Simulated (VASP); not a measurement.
# MgS (F-43m) in VASP: further runs

Runs on MgS. Level: r2SCAN. Tasks: single point.

All numbers are computed with VASP 6.6.1; they aren't measurements. Logs are shortened: lines on timing, memory, paths and dates and some standing lists are left out, and cuts for length are marked.

## Step 1: The cell of the first run

The structure is cubic, space group F-43m (No. 216). The conventional cell has a = 5.662 Å, b = 5.662 Å, c = 5.662 Å, α = 90.00°, β = 90.00°, γ = 90.00°. Within 3.2 Å of Mg (site symmetry -43m) lie 4 S at 2.45 Å. Within 3.2 Å of S (site symmetry -43m) lie 4 Mg at 2.45 Å.

## Step 2: Single point, r2SCAN

POSCAR

```
MgS
1.0
    0.0000000000      2.8308747667      2.8308747667
    2.8308747667      0.0000000000      2.8308747667
    2.8308747667      2.8308747667      0.0000000000
Mg S
1 1
Direct
    0.0000000000      0.0000000000      0.0000000000
    0.7500000000      0.7500000000      0.7500000000
```

INCAR.step1

```
SYSTEM = MgS
ALGO = Normal
EDIFF = 1E-4
ENCUT = 520
GGA = PE
ISMEAR = 0
LASPH = .TRUE.
LCHARG = .FALSE.
LREAL = .FALSE.
LWAVE = .TRUE.
NBANDS = 11
NELM = 100
PREC = Accurate
SIGMA = 0.01
```

INCAR.step2

```
SYSTEM = MgS
ALGO = Normal
EDIFF = 1E-6
ENCUT = 520
ISIF = 2
ISMEAR = 0
ISTART = 1
LASPH = .TRUE.
LCHARG = .FALSE.
LMIXTAU = .TRUE.
LREAL = .FALSE.
LWAVE = .FALSE.
METAGGA = R2SCAN
NBANDS = 11
NELM = 100
PREC = Accurate
SIGMA = 0.01
```

KPOINTS

```
k-points
0
G
  6 6 6
  0 0 0
```

Potentials or basis: VASP PAW PBE potentials, release 64 (Mg, S).

Started as:

```sh
$ cat potpaw_PBE.64/Mg/POTCAR potpaw_PBE.64/S/POTCAR > POTCAR
$ cp INCAR.step1 INCAR
$ mpirun -np 1 vasp_std > vasp.out
$ cp INCAR.step2 INCAR
$ mpirun -np 1 vasp_std > vasp.out
```

OUTCAR:

```text
SYSTEM = MgS
   EDIFF = 1E-6
   ENCUT = 520
   ISIF = 2
   ISMEAR = 0
   ISTART = 1
   LASPH = .TRUE.
   LREAL = .FALSE.
   METAGGA = R2SCAN
   NELM = 100
   PREC = Accurate

 ion  position               nearest neighbor table
   1  0.000  0.000  0.000-   2 2.45   2 2.45   2 2.45   2 2.45
   2  0.750  0.750  0.750-   1 2.45   1 2.45   1 2.45   1 2.45

  LATTYP: Found a face centered cubic cell.
 ALAT       =     5.6617495334

  Lattice vectors:

 A1 = (   0.0000000000,   2.8308747667,   2.8308747667)
 A2 = (   2.8308747667,   0.0000000000,   2.8308747667)
 A3 = (   2.8308747667,   2.8308747667,   0.0000000000)

Analysis of symmetry for initial positions (statically):
=====================================================================
 Subroutine PRICEL returns:
 Original cell was already a primitive cell.

 Routine SETGRP: Setting up the symmetry group for a
 face centered cubic supercell.

 Subroutine GETGRP returns: Found 24 space group operations
 (whereof 24 operations were pure point group operations)
 out of a pool of 48 trial point group operations.

The static configuration has the point symmetry T_d .

Analysis of symmetry for dynamics (positions and initial velocities):
=====================================================================
 Subroutine PRICEL returns:
 Original cell was already a primitive cell.

 Routine SETGRP: Setting up the symmetry group for a
 face centered cubic supercell.

 Subroutine GETGRP returns: Found 24 space group operations
 (whereof 24 operations were pure point group operations)
 out of a pool of 48 trial point group operations.

The dynamic configuration has the point symmetry T_d .

 Subroutine INISYM returns: Found 24 space group operations
 (whereof 24 operations are pure point group operations),
 and found     1 'primitive' translations

----------------------------------------------------------------------------------------

                                     Primitive cell

  volume of cell :      45.3724

  direct lattice vectors                    reciprocal lattice vectors
     0.000000000  2.830874767  2.830874767    -0.176623850  0.176623850  0.176623850
     2.830874767  0.000000000  2.830874767     0.176623850 -0.176623850  0.176623850
     2.830874767  2.830874767  0.000000000     0.176623850  0.176623850 -0.176623850

  length of vectors
     4.003461488  4.003461488  4.003461488     0.305921482  0.305921482  0.305921482

  position of ions in fractional coordinates (direct lattice)
     0.000000000  0.000000000  0.000000000
     0.750000000  0.750000000  0.750000000

  ion indices of the primitive-cell ions
   primitive index   ion index
                 1           1
                 2           2

----------------------------------------------------------------------------------------

 KPOINTS: k-points

Automatic generation of k-mesh.
 Grid dimensions read from file:
 generate k-points for:    6    6    6

 Generating k-lattice:

  Cartesian coordinates                     Fractional coordinates (reciprocal lattice)
    -0.029437308  0.029437308  0.029437308     0.166666667  0.000000000  0.000000000
     0.029437308 -0.029437308  0.029437308     0.000000000  0.166666667  0.000000000
     0.029437308  0.029437308 -0.029437308     0.000000000  0.000000000  0.166666667

  Length of vectors
     0.050986914  0.050986914  0.050986914

  Shift w.r.t. Gamma in fractional coordinates (k-lattice)
     0.000000000  0.000000000  0.000000000

 Subroutine IBZKPT returns following result:
 ===========================================

 Found     16 irreducible k-points:

 Following reciprocal coordinates:
            Coordinates               Weight
  0.000000  0.000000  0.000000      1.000000
  0.166667  0.000000  0.000000      8.000000
  0.333333  0.000000  0.000000      8.000000
  0.500000  0.000000  0.000000      4.000000
  0.166667  0.166667  0.000000      6.000000
  0.333333  0.166667  0.000000     24.000000
[... 8 lines left out ...]
 -0.333333  0.333333  0.166667     24.000000
 -0.333333  0.500000  0.166667     12.000000
   k-points           NKPTS =     16   k-points in BZ     NKDIM =     16   number of bands    NBANDS=     11
   number of dos      NEDOS =    301   number of ions     NIONS =      2
   total plane-waves  NPLWV =  27000
   dimension x,y,z NGX =    30 NGY =   30 NGZ =   30
   dimension x,y,z NGXF=    60 NGYF=   60 NGZF=   60
   ions per type =               1   1
   NGX,Y,Z   is equivalent  to a cutoff of  12.46, 12.46, 12.46 a.u.
   NGXF,Y,Z  is equivalent  to a cutoff of  24.92, 24.92, 24.92 a.u.
 SYSTEM =  MgS
   PREC   = accura    normal or accurate (medium, high low for compatibility)
   ISTART =      1    job   : 0-new  1-cont  2-samecut
   ICHARG =      0    charge: 1-file 2-atom 10-const
   ISPIN  =      1    spin polarized calculation?
   LNONCOLLINEAR =      F non collinear calculations
   LSORBIT =      F    spin-orbit coupling
   LASPH  =      T    aspherical Exc in radial PAW
   ENCUT  =  520.0 eV  38.22 Ry    6.18 a.u.   7.44  7.44  7.44*2*pi/ulx,y,z
   NELM   =    100;   NELMIN=  2; NELMDL=  0     # of ELM steps
   EDIFF  = 0.1E-05   stopping-criterion for ELM
   LREAL  =      F    real-space projection
   EDIFFG = 0.1E-04   stopping-criterion for IOM
   NSW    =      0    number of steps for IOM
   IBRION =     -1    ionic relax: 0-MD 1-quasi-New 2-CG
   NFREE  =      0    steps in history (QN), initial steepest desc. (CG)
   ISIF   =      2    stress and relaxation
   ISYM   =      2    0-nonsym 1-usesym 2-fastsym
   POTIM  = 0.5000    time-step for ionic-motion
   TEBEG  =    0.0;   TEEND  =   0.0 temperature during run
   PSTRESS=    0.0 pullay stress
   NELECT =       8.0000    total number of electrons
   NUPDOWN=      -1.0000    fix difference up-down
   EMIN   =  10.00;   EMAX   =-10.00  energy-range for DOS
   EFERMI =   0.00;   METHOD = LEGACY
   ISMEAR =     0;   SIGMA  =   0.01  broadening in eV -4-tet -1-fermi 0-gaus
   EFERMI_NEDOS =   21; number of points for ismear=-14 and -15
   IALGO  =     38    algorithm
   IMIX   =      4    mixing-type and parameters
     AMIX     =   0.40;   BMIX     =  1.00
     AMIX_MAG =   1.60;   BMIX_MAG =  1.00
  volume/ion in A,a.u.               =      22.69       153.09
  Fermi-wavevector in a.u.,A,eV,Ry     =   0.917996  1.734761 11.465859  0.842717
  Thomas-Fermi vector in A             =   2.043028
   LORBIT       =      0    0 simple, 1 ext, 2 COOP (PROOUT), +10 PAW based schemes
   METAGGA = R2SCAN    functional components
   LHFCALC =     F    Hartree Fock is set to
   AEXX    =    0.0000 exact exchange contribution
   IVDW    =     0    specifies the selected vdW correction
   LEPSILON=     F    determine dielectric tensor
   LRPA    =     F    only Hartree local field effects (RPA)
 non-spin polarized calculation
 Gauss-broadening in eV      SIGMA  =   0.01
  energy-cutoff  :      520.00
  volume of cell :       45.37
 maximum number of plane-waves:      1243
 NGX is ok and might be reduce to    30
   NGX = 15   NGY = 15   NGZ = 15

 number of electron       8.0000001 magnetization

 Free energy of the ion-electron system (eV)
  ---------------------------------------------------
  ext. energy  EPLUGINS =         0.00000000
  ---------------------------------------------------
  free energy    TOTEN  =       -15.45029992 eV

  energy without entropy =      -15.45029992  energy(sigma->0) =      -15.45029992

 E-fermi :   0.8602     XC(G=0):  -8.7760

 val. band max:        0.7694484855   @ k =   0.0000   0.0000   0.0000
 cond. band min:       4.8985988503   @ k =   0.0000   0.0000   0.0000
 fundamental gap:      4.1291503649
 Fermi energy:         0.8601696464

 k-point     1 :       0.0000    0.0000    0.0000
  band No.  band energies     occupation
      1     -10.9694      2.00000
      2       0.7694      2.00000
      3       0.7694      2.00000
      4       0.7694      2.00000
      5       4.8986      0.00000
      6       9.3633      0.00000
      7       9.3633      0.00000
      8       9.3633      0.00000
      9      12.2245      0.00000
     10      12.2245      0.00000
     11      15.4731      0.00000

 k-point     2 :       0.1667    0.0000    0.0000
  band No.  band energies     occupation
      1     -10.8143      2.00000
      2      -0.2744      2.00000
      3       0.6792      2.00000
      4       0.6792      2.00000
      5       5.8830      0.00000
      6       9.1273      0.00000
      7       9.6212      0.00000
      8       9.6212      0.00000
      9      11.6333      0.00000
     10      11.6333      0.00000
     11      14.3357      0.00000

 k-point     3 :       0.3333    0.0000    0.0000
  band No.  band energies     occupation
      1     -10.4688      2.00000
      2      -1.7532      2.00000
      3       0.5143      2.00000
      4       0.5143      2.00000
      5       6.5841      0.00000
      6       9.2911      0.00000
      7       9.2911      0.00000
      8       9.6173      0.00000
      9      12.6697      0.00000
     10      12.6697      0.00000
     11      13.7011      0.00000

 k-point     4 :       0.5000    0.0000    0.0000
  band No.  band energies     occupation
      1     -10.2731      2.00000
      2      -2.3791      2.00000
      3       0.4384      2.00000
      4       0.4384      2.00000
      5       6.5601      0.00000
      6       8.9811      0.00000
      7       8.9811      0.00000
      8      10.0368      0.00000
      9      14.5990      0.00000
     10      14.6423      0.00000
     11      14.6423      0.00000

 k-point     5 :       0.1667    0.1667    0.0000
  band No.  band energies     occupation
      1     -10.7629      2.00000
      2      -0.2389      2.00000
      3       0.4656      2.00000
      4       0.4656      2.00000
      5       6.1891      0.00000
      6       8.5088      0.00000
      7      10.1298      0.00000
      8      10.1298      0.00000
      9      10.1874      0.00000
     10      12.7087      0.00000
     11      16.3771      0.00000
[... 99 lines left out ...]
 k-point    13 :       0.5000    0.5000    0.0000
  band No.  band energies     occupation
      1     -10.0472      2.00000
      2      -2.0492      2.00000
      3      -0.2804      2.00000
      4      -0.2804      2.00000
      5       5.0880      0.00000
      6       7.0283      0.00000
      7      12.9042      0.00000
      8      14.0424      0.00000
      9      14.0424      0.00000
     10      15.4042      0.00000
     11      15.4044      0.00000

 k-point    14 :       0.5000    0.3333    0.1667
  band No.  band energies     occupation
      1     -10.2329      2.00000
      2      -1.6668      2.00000
      3      -0.5501      2.00000
      4       0.0727      2.00000
      5       6.9573      0.00000
      6       8.5352      0.00000
      7       8.9338      0.00000
      8      11.2879      0.00000
      9      12.2115      0.00000
     10      15.2196      0.00000
     11      15.9538      0.00000

 k-point    15 :      -0.3333    0.3333    0.1667
  band No.  band energies     occupation
      1     -10.1002      2.00000
      2      -1.7736      2.00000
      3      -0.9034      2.00000
      4      -0.1308      2.00000
      5       7.0183      0.00000
      6       8.4799      0.00000
      7       9.9034      0.00000
      8      10.7376      0.00000
      9      12.8148      0.00000
     10      14.7273      0.00000
     11      15.8530      0.00000

 k-point    16 :      -0.3333    0.5000    0.1667
  band No.  band energies     occupation
      1     -10.0408      2.00000
      2      -1.7321      2.00000
      3      -0.8038      2.00000
      4      -0.4976      2.00000
      5       6.2011      0.00000
      6       8.2617      0.00000
      7      10.8789      0.00000
      8      10.9397      0.00000
      9      14.2990      0.00000
     10      15.3916      0.00000
     11      15.5768      0.00000

------------------------ aborting loop because EDIFF is reached ----------------------------------------

  FORCE on cell =-STRESS in cart. coord.  units (eV):
  Direction    XX          YY          ZZ          XY          YZ          ZX
  --------------------------------------------------------------------------------------
  -------------------------------------------------------------------------------------
  Total       -0.0776004     -0.0776004     -0.0776004      0.0000000      0.0000000      0.0000000
  in kB       -2.7402020     -2.7402020     -2.7402020      0.0000000      0.0000000      0.0000000
  external PRESSURE =      -2.7402020 kB  Pullay stress =       0.0000000 kB

 VOLUME and BASIS-vectors are now :
 -----------------------------------------------------------------------------
  energy-cutoff  :      520.00
  volume of cell :       45.37
      direct lattice vectors                 reciprocal lattice vectors
     0.000000000  2.830874767  2.830874767    -0.176623850  0.176623850  0.176623850
     2.830874767  0.000000000  2.830874767     0.176623850 -0.176623850  0.176623850
     2.830874767  2.830874767  0.000000000     0.176623850  0.176623850 -0.176623850

 POSITION                                       TOTAL-FORCE (eV/Angst)
 -----------------------------------------------------------------------------------
      0.00000      0.00000      0.00000         0.000000      0.000000      0.000000
      4.24631      4.24631      4.24631        -0.000000     -0.000000     -0.000000
 -----------------------------------------------------------------------------------
    total drift:                                0.000003      0.000003      0.000003

  FREE ENERGIE OF THE ION-ELECTRON SYSTEM (eV)
  ---------------------------------------------------
  free  energy   TOTEN  =       -15.4502999176 eV

  energy  without entropy=      -15.4502999176  energy(sigma->0) =      -15.45029992
```

Wall time 56 s (1 thread of Intel Xeon 6975P-C, shared host); peak memory 0.17 GiB.

Results:

| Item | Value |
| --- | --- |
| Free energy | -15.4503 eV |
| Pressure | -0.3 GPa |
| Band gap on the k mesh | 4.13 eV, direct |

Levels at points of the mesh, in eV from the valence-band top:
```
           k point  band 2  band 3  band 4  band 5  band 6  band 7
(0.00, 0.00, 0.00)    0.00    0.00    0.00    4.13    8.59    8.59
(0.50, 0.00, 0.00)   -3.15   -0.33   -0.33    5.79    8.21    8.21
(0.50, 0.50, 0.00)   -2.82   -1.05   -1.05    4.32    6.26   12.13
```

Caveat: the PAW data sets were made with another functional, which shifts forces and pressure a little.

## Step 3: Single point, r2SCAN (volume changed by +3%)

POSCAR

```
MgS
1.0
    0.0000000000      2.8589050527      2.8589050527
    2.8589050527      0.0000000000      2.8589050527
    2.8589050527      2.8589050527      0.0000000000
Mg S
1 1
Direct
    0.0000000000      0.0000000000      0.0000000000
    0.7500000000      0.7500000000      0.7500000000
```

INCAR.step1: that of step 2 with these lines changed.

```diff
@@ -11,3 +11,3 @@
 NBANDS = 11
-NELM = 100
+NELM = 60
 PREC = Accurate
```

INCAR.step2: that of step 2 with these lines changed.

```diff
@@ -14,3 +14,3 @@
 NBANDS = 11
-NELM = 100
+NELM = 60
 PREC = Accurate
```

KPOINTS is that of step 2.

Potentials or basis: VASP PAW PBE potentials, release 64 (Mg, S).

Started as:

```sh
$ cat potpaw_PBE.64/Mg/POTCAR potpaw_PBE.64/S/POTCAR > POTCAR
$ cp INCAR.step1 INCAR
$ mpirun -np 1 vasp_std > vasp.out
$ cp INCAR.step2 INCAR
$ mpirun -np 1 vasp_std > vasp.out
```

Wall time 52 s (1 thread of Intel Xeon 6975P-C, shared host); peak memory 0.17 GiB.

The run converged. Its results:

| Quantity | Value |
| --- | --- |
| Free energy | -15.4409 eV |
| Pressure | -1.9 GPa |
| Band gap on the k mesh | 3.97 eV, direct |

Levels at points of the mesh, in eV from the valence-band top:
```tsv
k point	band 1	band 2	band 3	band 4	band 5	band 6	band 7	band 8	band 9
(0.00, 0.00, 0.00)	-11.64	0.00	0.00	0.00	3.97	8.52	8.52	8.52	11.39
(0.50, 0.00, 0.00)	-10.99	-3.05	-0.32	-0.32	5.68	8.17	8.17	9.11	13.58
(0.50, 0.50, 0.00)	-10.78	-2.73	-1.02	-1.02	4.34	6.22	11.83	13.02	13.02
```

Caveat: the PAW data sets were made with another functional, which shifts forces and pressure a little. A k mesh can miss the band edges.

## Step 4: Single point, r2SCAN (volume changed by +6%)

POSCAR

```
MgS
1.0
    0.0000000000      2.8863962108      2.8863962108
    2.8863962108      0.0000000000      2.8863962108
    2.8863962108      2.8863962108      0.0000000000
Mg S
1 1
Direct
    0.0000000000      0.0000000000      0.0000000000
    0.7500000000      0.7500000000      0.7500000000
```

INCAR.step1

```
SYSTEM = MgS
PREC = Accurate
ENCUT = 520
ISMEAR = 0
SIGMA = 0.01
LREAL = .FALSE.
LASPH = .TRUE.
NELM = 60
NBANDS = 11
GGA = PE
ALGO = Normal
EDIFF = 1E-4
LWAVE = .TRUE.
LCHARG = .FALSE.
```

INCAR.step2

```
SYSTEM = MgS
PREC = Accurate
ENCUT = 520
EDIFF = 1E-6
ISMEAR = 0
SIGMA = 0.01
LREAL = .FALSE.
LASPH = .TRUE.
NELM = 60
ALGO = Normal
ISIF = 2
LWAVE = .FALSE.
LCHARG = .FALSE.
METAGGA = R2SCAN
LMIXTAU = .TRUE.
NBANDS = 11
ISTART = 1
```

KPOINTS

```
Automatic mesh
0
G
  6 6 6
  0 0 0
```

Started as:

```sh
$ cat potpaw_PBE.64/Mg/POTCAR potpaw_PBE.64/S/POTCAR > POTCAR
$ cp INCAR.step1 INCAR
$ mpirun -np 1 vasp_std > vasp.out
$ cp INCAR.step2 INCAR
$ mpirun -np 1 vasp_std > vasp.out
```

Wall time 51 s (1 thread of Intel Xeon 6975P-C, shared host); peak memory 0.17 GiB.

Results (log left out):

```
Free energy            : -15.4184 eV
Pressure               : -3.4 GPa
Band gap on the k mesh : 3.83 eV, direct
```

Levels at points of the mesh, in eV from the valence-band top:
| k point | band 2 | band 3 | band 4 | band 5 | band 6 | band 7 |
| --- | --- | --- | --- | --- | --- | --- |
| (0.00, 0.00, 0.00) | 0.00 | 0.00 | 0.00 | 3.83 | 8.44 | 8.44 |
| (0.50, 0.00, 0.00) | -2.95 | -0.31 | -0.31 | 5.57 | 8.12 | 8.12 |
| (0.50, 0.50, 0.00) | -2.66 | -0.98 | -0.98 | 4.35 | 6.17 | 11.55 |

Caveat: the PAW data sets were made with another functional, which shifts forces and pressure a little.

## Step 5: Summary

| cell | gap on the mesh (eV) | pressure (GPa) |
| --- | --- | --- |
| a = 4.003 Å, angles 60.0°, 2 atoms | 4.13 | -0.3 |
| a = 4.043 Å, angles 60.0°, 2 atoms | 3.97 | -1.9 |
| a = 4.082 Å, angles 60.0°, 2 atoms | 3.83 | -3.4 |

Alike in all rows: task single point; level r2SCAN; potentials or basis VASP PAW PBE potentials, release 64 (Mg, S); no spin polarisation; k mesh 6 × 6 × 6; cutoff (eV) 520; smearing gaussian 0.01 eV.

Caveats: the PAW data sets were made with another functional, which shifts forces and pressure a little.

Absolute energies hang on the potentials; compare differences alone.
